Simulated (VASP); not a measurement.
# ZnO (P6_3mc) in VASP: settings compared, part 2 of 2

VASP 6.6.1.

## (3) Single point, PBEsol (volume scaled by 1.02)

INCAR

```
PREC     = Accurate       # precision mode
ENCUT    = 520            # plane-wave cutoff, eV
EDIFF    = 1E-6           # SCF threshold, eV
ISMEAR   = 0              # smearing method
SIGMA    = 0.05           # smearing width, eV
LREAL    = False          # projectors in reciprocal space
LASPH    = True           # aspherical terms in the spheres
NELM     = 100            # most SCF steps
ALGO     = Normal         # electronic algorithm
ISIF     = 2              # what is computed and relaxed
LWAVE    = False          # write WAVECAR
LCHARG   = False          # write CHGCAR
GGA      = PS             # functional
NBANDS   = 26             # bands
```

KPOINTS

```
Automatic mesh
0
Gamma
  8 8 6
```

POSCAR

```
ZnO
1.0
    3.2525035443      0.0000000000      0.0000000000
   -1.6262517722      2.8167506952      0.0000000000
    0.0000000000      0.0000000000      5.2477396561
Zn O
2 2
Direct
    0.3333333333      0.6666666667      0.0015022028
    0.6666666667      0.3333333333      0.5015022028
    0.3333333333      0.6666666667      0.3805977972
    0.6666666667      0.3333333333      0.8805977972
```

Potentials or basis: VASP PAW PBE potentials, release 64 (Zn, O).

On the command line:

```
$ cat potpaw_PBE.64/Zn/POTCAR potpaw_PBE.64/O/POTCAR > POTCAR
$ mpirun -np 1 vasp_std > vasp.out
```

OUTCAR:

```text
PREC = Accurate
   ENCUT = 520
   EDIFF = 1E-6
   ISMEAR = 0
   LREAL = False
   LASPH = True
   NELM = 100
   ISIF = 2
   GGA = PS

 ion  position               nearest neighbor table
   1  0.333  0.667  0.002-   4 1.98   4 1.98   4 1.98   3 1.99
   2  0.667  0.333  0.502-   3 1.98   3 1.98   3 1.98   4 1.99
   3  0.333  0.667  0.381-   2 1.98   2 1.98   2 1.98   1 1.99
   4  0.667  0.333  0.881-   1 1.98   1 1.98   1 1.98   2 1.99

  LATTYP: Found a hexagonal cell.
 ALAT       =     3.2525035443
 C/A-ratio  =     1.6134462529

  Lattice vectors:

 A1 = (   3.2525035443,   0.0000000000,   0.0000000000)
 A2 = (  -1.6262517722,   2.8167506952,   0.0000000000)
 A3 = (   0.0000000000,   0.0000000000,   5.2477396561)

Analysis of symmetry for initial positions (statically):
=====================================================================
 Subroutine PRICEL returns:
 Original cell was already a primitive cell.

 Routine SETGRP: Setting up the symmetry group for a
 hexagonal supercell.

 Subroutine GETGRP returns: Found 12 space group operations
 (whereof  6 operations were pure point group operations)
 out of a pool of 24 trial point group operations.

The static configuration has the point symmetry C_3v.
 The point group associated with its full space group is C_6v.

Analysis of symmetry for dynamics (positions and initial velocities):
=====================================================================
 Subroutine PRICEL returns:
 Original cell was already a primitive cell.

 Routine SETGRP: Setting up the symmetry group for a
 hexagonal supercell.

 Subroutine GETGRP returns: Found 12 space group operations
 (whereof  6 operations were pure point group operations)
 out of a pool of 24 trial point group operations.
[... 114 lines left out ...]
   POTIM  = 0.5000    time-step for ionic-motion
   TEBEG  =    0.0;   TEEND  =   0.0 temperature during run
   PSTRESS=    0.0 pullay stress
   NELECT =      36.0000    total number of electrons
   NUPDOWN=      -1.0000    fix difference up-down
   EMIN   =  10.00;   EMAX   =-10.00  energy-range for DOS
   EFERMI =   0.00;   METHOD = LEGACY
   ISMEAR =     0;   SIGMA  =   0.05  broadening in eV -4-tet -1-fermi 0-gaus
   EFERMI_NEDOS =   21; number of points for ismear=-14 and -15
   IALGO  =     38    algorithm
   IMIX   =      4    mixing-type and parameters
     AMIX     =   0.40;   BMIX     =  1.00
     AMIX_MAG =   1.60;   BMIX_MAG =  1.00
  volume/ion in A,a.u.               =      12.02        81.11
  Fermi-wavevector in a.u.,A,eV,Ry     =   1.486607  2.809280 30.068881  2.210000
  Thomas-Fermi vector in A             =   2.599872
   LORBIT       =      0    0 simple, 1 ext, 2 COOP (PROOUT), +10 PAW based schemes
   GGA     = PS    functional components
   LHFCALC =     F    Hartree Fock is set to
   AEXX    =    0.0000 exact exchange contribution
   IVDW    =     0    specifies the selected vdW correction
   LEPSILON=     F    determine dielectric tensor
   LRPA    =     F    only Hartree local field effects (RPA)
 non-spin polarized calculation
 Gauss-broadening in eV      SIGMA  =   0.05
  energy-cutoff  :      520.00
  volume of cell :       48.08
 maximum number of plane-waves:      1314
   NGX = 13   NGY = 13   NGZ = 19

 number of electron      36.0000034 magnetization

 Free energy of the ion-electron system (eV)
  ---------------------------------------------------
  ext. energy  EPLUGINS =         0.00000000
  ---------------------------------------------------
  free energy    TOTEN  =       -19.40838345 eV

  energy without entropy =      -19.40838345  energy(sigma->0) =      -19.40838345

 E-fermi :   1.2585     XC(G=0): -11.1322

 val. band max:        0.9629586091   @ k =   0.0000   0.0000   0.0000
 cond. band min:       1.6244084015   @ k =   0.0000   0.0000   0.0000
 fundamental gap:      0.6614497924
 Fermi energy:         1.2584791138

 k-point     1 :       0.0000    0.0000    0.0000
  band No.  band energies     occupation
      1     -17.0012      2.00000
      2     -16.2766      2.00000
      3      -4.7053      2.00000
      4      -4.7053      2.00000
      5      -4.6854      2.00000
      6      -4.6623      2.00000
[... 685 lines left out ...]
     25      14.2733      0.00000
     26      14.6685      0.00000

 [... further k-points ...]
[... 5 lines left out ...]
  --------------------------------------------------------------------------------------
  -------------------------------------------------------------------------------------
  Total       -0.5794896     -0.5794896     -0.5565537      0.0000000      0.0000000      0.0000000
  in kB      -19.3115778    -19.3115778    -18.5472342      0.0000000      0.0000000      0.0000000
  external PRESSURE =     -19.0567966 kB  Pullay stress =       0.0000000 kB

 VOLUME and BASIS-vectors are now :
 -----------------------------------------------------------------------------
  energy-cutoff  :      520.00
  volume of cell :       48.08
      direct lattice vectors                 reciprocal lattice vectors
     3.252503544  0.000000000  0.000000000     0.307455468  0.177509497  0.000000000
    -1.626251772  2.816750695  0.000000000     0.000000000  0.355018995  0.000000000
     0.000000000  0.000000000  5.247739656     0.000000000  0.000000000  0.190558234

 POSITION                                       TOTAL-FORCE (eV/Angst)
 -----------------------------------------------------------------------------------
     -0.00000      1.87783      0.00788         0.000000     -0.000000      0.000925
      1.62625      0.93892      2.63175        -0.000000      0.000000      0.000925
     -0.00000      1.87783      1.99728        -0.000000     -0.000000     -0.000925
      1.62625      0.93892      4.62115        -0.000000      0.000000     -0.000925
 -----------------------------------------------------------------------------------
    total drift:                               -0.000001     -0.000001      0.000187

  FREE ENERGIE OF THE ION-ELECTRON SYSTEM (eV)
  ---------------------------------------------------
  free  energy   TOTEN  =       -19.4083834522 eV

  energy  without entropy=      -19.4083834522  energy(sigma->0) =      -19.40838345
```

stdout:

```text
POSCAR found type information on POSCAR ZnO
 POSCAR found :  2 types and       4 ions
 scaLAPACK will be used
 -----------------------------------------------------------------------------
|                                                                             |
|                                                                             |
|     You enforced a specific xc type in the INCAR file but a different       |
|     I HOPE YOU KNOW WHAT YOU ARE DOING!                                     |
|                                                                             |
 -----------------------------------------------------------------------------

 LDA part: xc-table for (Slater+PW92), standard interpolation
 POSCAR, INCAR and KPOINTS ok, starting setup
 FFT: planning ... GRIDC
 FFT: planning ... GRID_SOFT
 FFT: planning ... GRID
 WAVECAR not read
 entering main loop
```

Run time: 16 s. Hardware: 1 thread of Intel Xeon 6975P-C (Granite Rapids), shared host; peak memory 0.18 GiB.

Results:

```
Free energy            : -19.4084 eV
Pressure               : -1.9 GPa
Band gap on the k mesh : 0.66 eV, direct
```

Stress tensor (GPa, compression positive):
```
-1.93  0.00  0.00
 0.00 -1.93  0.00
 0.00  0.00 -1.85
```

Caveat: the PAW data sets were made with another functional, which shifts forces and pressure a little.

## (4) Comparison with measurements

Step 2. Against the measured gap of ZnO, 3.37 eV (quoted in “Electronic structure of alkaline earth and post-transition metal oxides”, 2009, arxiv:0908.1581), the calculated 0.85 eV is off by -2.52 eV. So large a miss can be the level of theory's own, or it may mean another phase, state or a wrong row. The value is that of RPBE+D4, without temperature or zero-point motion. Semilocal functionals fall short of measured gaps as a rule.
